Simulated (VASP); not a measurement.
# Cd (P6_3/mmc) in VASP: a series of runs

Runs on Cd. Level: PBE. Tasks: single point, relaxation of shape and atoms at fixed volume.

All numbers are computed with VASP 6.6.1; they aren't measurements. Logs are shortened: lines on timing, memory, paths and dates and some standing lists are left out, and cuts for length are marked.

### Step 1. The cell of the first run

The structure is hexagonal, space group P6_3/mmc (No. 194). Conventional cell: a = 3.204 Å, b = 3.204 Å, c = 5.096 Å, α = 90.00°, β = 90.00°, γ = 120.00°. Within 4.1 Å of Cd (site symmetry -6m2) lie 12 Cd at 3.15 to 3.20 Å.

### Step 2. Single point, PBE

Input file INCAR:

```
SYSTEM = Cd
ALGO = Normal
EDIFF = 1E-6
ENCUT = 520
GGA = PE
ISIF = 2
ISMEAR = -1
LASPH = .TRUE.
LCHARG = .FALSE.
LREAL = .FALSE.
LWAVE = .FALSE.
NBANDS = 19
NELM = 100
PREC = Accurate
SIGMA = 0.08
```

Input file KPOINTS:

```
k-points
0
G
  15 15 8
  0 0 0
```

Input file POSCAR:

```
Cd
1.0
    3.2038264706      0.0000000000      0.0000000000
   -1.6019132353      2.7745951128      0.0000000000
    0.0000000000      0.0000000000      5.0959729031
Cd
2
Direct
    0.3333333333      0.6666666667      0.2500000000
    0.6666666667      0.3333333333      0.7500000000
```

Potentials or basis: VASP PAW PBE potentials, release 64 (Cd).

The run is started by

```bash
> cat potpaw_PBE.64/Cd/POTCAR > POTCAR
> mpirun -np 1 vasp_std > vasp.out
```

OUTCAR:

```text
SYSTEM = Cd
   EDIFF = 1E-6
   ENCUT = 520
   GGA = PE
   ISIF = 2
   ISMEAR = -1
   LASPH = .TRUE.
   LREAL = .FALSE.
   NELM = 100
   PREC = Accurate

 ion  position               nearest neighbor table
   1  0.333  0.667  0.250-   2 3.15   2 3.15   2 3.15   2 3.15   2 3.15   2 3.15
   2  0.667  0.333  0.750-   1 3.15   1 3.15   1 3.15   1 3.15   1 3.15   1 3.15

  LATTYP: Found a hexagonal cell.
 ALAT       =     3.2038264706
 C/A-ratio  =     1.5905895497

  Lattice vectors:

 A1 = (   3.2038264706,   0.0000000000,   0.0000000000)
 A2 = (  -1.6019132353,   2.7745951128,   0.0000000000)
 A3 = (   0.0000000000,   0.0000000000,   5.0959729031)

Analysis of symmetry for initial positions (statically):
=====================================================================
 Subroutine PRICEL returns:
 Original cell was already a primitive cell.

 Routine SETGRP: Setting up the symmetry group for a
 hexagonal supercell.

 Subroutine GETGRP returns: Found 24 space group operations
 (whereof 12 operations were pure point group operations)
 out of a pool of 24 trial point group operations.

The static configuration has the point symmetry D_3d.
 The point group associated with its full space group is D_6h.

Analysis of symmetry for dynamics (positions and initial velocities):
=====================================================================
 Subroutine PRICEL returns:
 Original cell was already a primitive cell.

 Routine SETGRP: Setting up the symmetry group for a
 hexagonal supercell.

 Subroutine GETGRP returns: Found 24 space group operations
 (whereof 12 operations were pure point group operations)
 out of a pool of 24 trial point group operations.

The dynamic configuration has the point symmetry D_3d.
 The point group associated with its full space group is D_6h.

 Subroutine INISYM returns: Found 24 space group operations
 (whereof 12 operations are pure point group operations),
 and found     1 'primitive' translations

----------------------------------------------------------------------------------------

                                     Primitive cell

  volume of cell :      45.2997

  direct lattice vectors                    reciprocal lattice vectors
     3.203826471  0.000000000  0.000000000     0.312126768  0.180206473  0.000000000
    -1.601913235  2.774595113  0.000000000     0.000000000  0.360412947  0.000000000
     0.000000000  0.000000000  5.095972903     0.000000000  0.000000000  0.196233383

[... 81 lines left out ...]
   ENCUT  =  520.0 eV  38.22 Ry    6.18 a.u.   5.96  5.96  9.48*2*pi/ulx,y,z
   NELM   =    100;   NELMIN=  2; NELMDL= -5     # of ELM steps
   EDIFF  = 0.1E-05   stopping-criterion for ELM
   LREAL  =      F    real-space projection
   EDIFFG = 0.1E-04   stopping-criterion for IOM
   NSW    =      0    number of steps for IOM
   IBRION =     -1    ionic relax: 0-MD 1-quasi-New 2-CG
   NFREE  =      0    steps in history (QN), initial steepest desc. (CG)
   ISIF   =      2    stress and relaxation
   ISYM   =      2    0-nonsym 1-usesym 2-fastsym
   POTIM  = 0.5000    time-step for ionic-motion
   TEBEG  =    0.0;   TEEND  =   0.0 temperature during run
   PSTRESS=    0.0 pullay stress
   NELECT =      24.0000    total number of electrons
   NUPDOWN=      -1.0000    fix difference up-down
   EMIN   =  10.00;   EMAX   =-10.00  energy-range for DOS
   EFERMI =   0.00;   METHOD = LEGACY
   ISMEAR =    -1;   SIGMA  =   0.08  broadening in eV -4-tet -1-fermi 0-gaus
   EFERMI_NEDOS =   21; number of points for ismear=-14 and -15
   IALGO  =     38    algorithm
   IMIX   =      4    mixing-type and parameters
     AMIX     =   0.40;   BMIX     =  1.00
     AMIX_MAG =   1.60;   BMIX_MAG =  1.00
  volume/ion in A,a.u.               =      22.65       152.85
  Fermi-wavevector in a.u.,A,eV,Ry     =   1.324687  2.503296 23.875452  1.754796
  Thomas-Fermi vector in A             =   2.454203
   LORBIT       =      0    0 simple, 1 ext, 2 COOP (PROOUT), +10 PAW based schemes
   GGA     = PE    functional components
   LHFCALC =     F    Hartree Fock is set to
   AEXX    =    0.0000 exact exchange contribution
   IVDW    =     0    specifies the selected vdW correction
   LEPSILON=     F    determine dielectric tensor
   LRPA    =     F    only Hartree local field effects (RPA)
 non-spin polarized calculation
  energy-cutoff  :      520.00
  volume of cell :       45.30
 maximum number of plane-waves:      1242
 NGX is ok and might be reduce to    24
   NGX = 11   NGY = 11   NGZ = 19

 number of electron      23.9999994 magnetization

 Free energy of the ion-electron system (eV)
  ---------------------------------------------------
  ext. energy  EPLUGINS =         0.00000000
  ---------------------------------------------------
  free energy    TOTEN  =        -1.47466023 eV

  energy without entropy =       -1.46036059  energy(sigma->0) =       -1.46751041

 E-fermi :   2.6785     XC(G=0): -10.7951

 val. band max:        2.6018924734   @ k =   0.2667   0.0000   0.0000
 cond. band min:       2.6826380872   @ k =   0.3333   0.2667   0.3750
 fundamental gap:      0.0807456138
 Fermi energy:         2.6784864509

 k-point     1 :       0.0000    0.0000    0.0000
  band No.  band energies     occupation
      1      -6.9174      2.00000
      2      -6.4347      2.00000
      3      -6.4212      2.00000
      4      -6.4212      2.00000
      5      -6.3273      2.00000
      6      -6.3273      2.00000
[... 505 lines left out ...]
      6      -6.1561      2.00000
[... 11 lines left out ...]
     18      10.9276      0.00000
     19      11.9352      0.00000

 [... further k-points ...]

------------------------ aborting loop because EDIFF is reached ----------------------------------------

  FORCE on cell =-STRESS in cart. coord.  units (eV):
  Direction    XX          YY          ZZ          XY          YZ          ZX
  --------------------------------------------------------------------------------------
  -------------------------------------------------------------------------------------
  Total        0.0673534      0.0673534      0.0667052      0.0000000      0.0000000      0.0000000
  in kB        2.3821795      2.3821795      2.3592531      0.0000000      0.0000000      0.0000000
  external PRESSURE =       2.3745374 kB  Pullay stress =       0.0000000 kB

 VOLUME and BASIS-vectors are now :
 -----------------------------------------------------------------------------
  energy-cutoff  :      520.00
  volume of cell :       45.30
      direct lattice vectors                 reciprocal lattice vectors
     3.203826471  0.000000000  0.000000000     0.312126768  0.180206473  0.000000000
    -1.601913235  2.774595113  0.000000000     0.000000000  0.360412947  0.000000000
     0.000000000  0.000000000  5.095972903     0.000000000  0.000000000  0.196233383

 POSITION                                       TOTAL-FORCE (eV/Angst)
 -----------------------------------------------------------------------------------
     -0.00000      1.84973      1.27399         0.000000     -0.000000      0.000000
      1.60191      0.92487      3.82198        -0.000000      0.000000      0.000000
 -----------------------------------------------------------------------------------
    total drift:                               -0.000000      0.000000     -0.000000

  FREE ENERGIE OF THE ION-ELECTRON SYSTEM (eV)
  ---------------------------------------------------
  free  energy   TOTEN  =        -1.4746602310 eV

  energy  without entropy=       -1.4603605855  energy(sigma->0) =       -1.46751041
```

stdout:

```text
POSCAR found type information on POSCAR Cd
 POSCAR found :  1 types and       2 ions
 scaLAPACK will be used
 LDA part: xc-table for (Slater+PW92), standard interpolation
 POSCAR, INCAR and KPOINTS ok, starting setup
 FFT: planning ... GRIDC
 FFT: planning ... GRID_SOFT
 FFT: planning ... GRID
 WAVECAR not read
 entering main loop
```

Run time: 76 s. Hardware: 1 thread of Oxide Virtual Turin-like, shared host; peak memory 0.19 GiB.

What came out:

* Free energy: -1.4747 eV
* Pressure: 0.2 GPa
* Band gap on the k mesh: zero (band 12 reaches 3.86 eV, above the bottom of band 13 at 1.51 eV)

### Step 3. Single point, PBE

Input file INCAR:

```
ALGO     = Normal         # electronic algorithm
EDIFF    = 1E-6           # SCF threshold, eV
ENCUT    = 520            # plane-wave cutoff, eV
GGA      = PE             # functional
ISIF     = 2              # what is computed and relaxed
ISMEAR   = -1             # smearing method
LASPH    = True           # aspherical terms in the spheres
LCHARG   = False          # write CHGCAR
LREAL    = False          # projectors in reciprocal space
LWAVE    = False          # write WAVECAR
NBANDS   = 19             # bands
NELM     = 80             # most SCF steps
PREC     = Accurate       # precision mode
SIGMA    = 0.08           # smearing width, eV
```

Input file KPOINTS:

```
k-points
0
Gamma
  15 15 8
```

POSCAR is that of step 2.

Potentials or basis: VASP PAW PBE potentials, release 64 (Cd).

The run is started by

```bash
> cat potpaw_PBE.64/Cd/POTCAR > POTCAR
> mpirun -np 1 vasp_std > vasp.out
```

OUTCAR:

```text
EDIFF = 1E-6
   ENCUT = 520
   GGA = PE
   ISIF = 2
   ISMEAR = -1
   LASPH = True
   LREAL = False
   NELM = 80
   PREC = Accurate

 ion  position               nearest neighbor table
   1  0.333  0.667  0.250-   2 3.15   2 3.15   2 3.15   2 3.15   2 3.15   2 3.15
   2  0.667  0.333  0.750-   1 3.15   1 3.15   1 3.15   1 3.15   1 3.15   1 3.15

  LATTYP: Found a hexagonal cell.
 ALAT       =     3.2038264706
 C/A-ratio  =     1.5905895497

  Lattice vectors:

[... 714 lines left out ...]

 [... further k-points ...]

------------------------ aborting loop because EDIFF is reached ----------------------------------------

  FORCE on cell =-STRESS in cart. coord.  units (eV):
  Direction    XX          YY          ZZ          XY          YZ          ZX
  --------------------------------------------------------------------------------------
  -------------------------------------------------------------------------------------
  Total        0.0673534      0.0673534      0.0667052      0.0000000      0.0000000      0.0000000
  in kB        2.3821795      2.3821795      2.3592531      0.0000000      0.0000000      0.0000000
  external PRESSURE =       2.3745374 kB  Pullay stress =       0.0000000 kB

 VOLUME and BASIS-vectors are now :
 -----------------------------------------------------------------------------
  energy-cutoff  :      520.00
  volume of cell :       45.30
      direct lattice vectors                 reciprocal lattice vectors
     3.203826471  0.000000000  0.000000000     0.312126768  0.180206473  0.000000000
    -1.601913235  2.774595113  0.000000000     0.000000000  0.360412947  0.000000000
     0.000000000  0.000000000  5.095972903     0.000000000  0.000000000  0.196233383

 POSITION                                       TOTAL-FORCE (eV/Angst)
 -----------------------------------------------------------------------------------
     -0.00000      1.84973      1.27399         0.000000     -0.000000      0.000000
      1.60191      0.92487      3.82198        -0.000000      0.000000      0.000000
 -----------------------------------------------------------------------------------
    total drift:                               -0.000000      0.000000     -0.000000

  FREE ENERGIE OF THE ION-ELECTRON SYSTEM (eV)
  ---------------------------------------------------
  free  energy   TOTEN  =        -1.4746602310 eV

  energy  without entropy=       -1.4603605855  energy(sigma->0) =       -1.46751041
```

OSZICAR:

```text
N       E                     dE             d eps       ncg     rms          rms(c)
DAV:   1     0.172518322098E+03    0.17252E+03   -0.13026E+04  5130   0.126E+03
DAV:   2     0.249978581732E+01   -0.17002E+03   -0.16420E+03  5331   0.329E+02
DAV:   3    -0.155183355894E+01   -0.40516E+01   -0.40441E+01  5845   0.576E+01
DAV:   4    -0.155880484911E+01   -0.69713E-02   -0.69709E-02  5600   0.226E+00
DAV:   5    -0.155882627244E+01   -0.21423E-04   -0.21423E-04  5649   0.122E-01    0.397E+00
DAV:   6    -0.147708690272E+01    0.81739E-01   -0.21059E-01  5637   0.534E+00    0.327E+00
DAV:   7    -0.147401794264E+01    0.30690E-02   -0.22788E-02  5599   0.138E+00    0.159E+00
DAV:   8    -0.147457533177E+01   -0.55739E-03   -0.30263E-03  5396   0.671E-01    0.866E-02
DAV:   9    -0.147462688866E+01   -0.51557E-04   -0.16488E-05  5849   0.370E-02    0.286E-02
DAV:  10    -0.147466037196E+01   -0.33483E-04   -0.29365E-05  5475   0.538E-02    0.239E-03
DAV:  11    -0.147466023101E+01    0.14095E-06   -0.49431E-08  3142   0.237E-03
   1 F= -.14746602E+01 E0= -.14675104E+01  d E =-.142996E-01
```

Run time: 89 s. Hardware: 1 thread of Oxide Virtual Turin-like, shared host; peak memory 0.19 GiB.

Results:

```
Free energy            : -1.4747 eV
Pressure               : 0.2 GPa
Band gap on the k mesh : zero (band 12 reaches 3.86 eV, above the bottom of band 13 at 1.51 eV)
```

Levels at points of the mesh, in eV from the Fermi level:
```tsv
k point	band 10	band 11	band 12	band 13	band 14	band 15
(0.00, 0.00, 0.00)	-8.44	-8.44	-2.15	-1.17	11.66	11.66
(0.00, 0.00, 0.50)	-8.58	-6.88	-6.88	6.47	6.47	12.89
```

### Step 4. Relaxation of shape and atoms at fixed volume, PBE

This run uses another cell than the first one, of 9.06 Å³/atom, 0.400 times its volume.

Input file INCAR:

```
PREC     = Accurate       # precision mode
ENCUT    = 600            # plane-wave cutoff, eV
EDIFF    = 1E-6           # SCF threshold, eV
ISMEAR   = -1             # smearing method
SIGMA    = 0.08           # smearing width, eV
LREAL    = F              # projectors in reciprocal space
LASPH    = T              # aspherical terms in the spheres
NELM     = 100            # most SCF steps
ALGO     = Normal         # electronic algorithm
ISIF     = 4              # what is computed and relaxed
LWAVE    = F              # write WAVECAR
LCHARG   = F              # write CHGCAR
GGA      = PE             # functional
IBRION   = 2              # ionic algorithm
NSW      = 50             # ionic steps
EDIFFG   = -0.005         # ionic threshold
```

Input file KPOINTS:

```
regular mesh
0
Gamma
  15 15 8
```

Input file POSCAR:

```
Cd
1.0
    2.3605995267      0.0000000000      0.0000000000
   -1.1802997634      2.0443391583      0.0000000000
    0.0000000000      0.0000000000      3.7547449382
Cd
2
Direct
    0.3333333333      0.6666666667      0.2500000000
    0.6666666667      0.3333333333      0.7500000000
```

The run is started by

```bash
> cat potpaw_PBE.64/Cd/POTCAR > POTCAR
> mpirun -np 1 vasp_std > vasp.out
```

Wall time 2.3 min (1 thread of Oxide Virtual Turin-like, shared host); peak memory 0.13 GiB.

The run converged. Its results:

| Quantity | Value |
| --- | --- |
| Free energy | 15.9943 eV |
| Energy gained by relaxing | 4.0 meV/atom |
| Ionic steps | 5 |
| Pressure after relaxing | 542.3 GPa |
| Band gap on the k mesh | zero (band 12 reaches 17.00 eV, above the bottom of band 13 at 14.04 eV) |

The path:
```csv
step,energy change (eV),largest force (eV/Å),pressure (GPa),volume (Å³)
1,0.0000,0.0000,542.47,18.12
2,0.0282,0.0000,543.63,18.12
3,-0.0081,0.0000,542.28,18.12
4,-0.0081,0.0000,542.27,18.12
5,-0.0081,0.0000,542.27,18.12
```

Final structure:
```
Cd
1.0
     2.34965    0.00000    0.00000
    -1.17482    2.03485    0.00000
     0.00000    0.00000    3.78983
Cd
2
Direct
  0.33333 0.66667 0.25000
  0.66667 0.33333 0.75000
```

Levels at points of the mesh, in eV from the Fermi level:
```
           k point  band 10  band 11  band 12  band 13  band 14  band 15
(0.00, 0.00, 0.00)   -13.18   -13.18    -9.63     0.15    11.99    15.80
(0.00, 0.00, 0.50)   -13.92   -13.92   -13.92     9.45     9.45    13.46
```

(Part 1 of 2 ends here.)
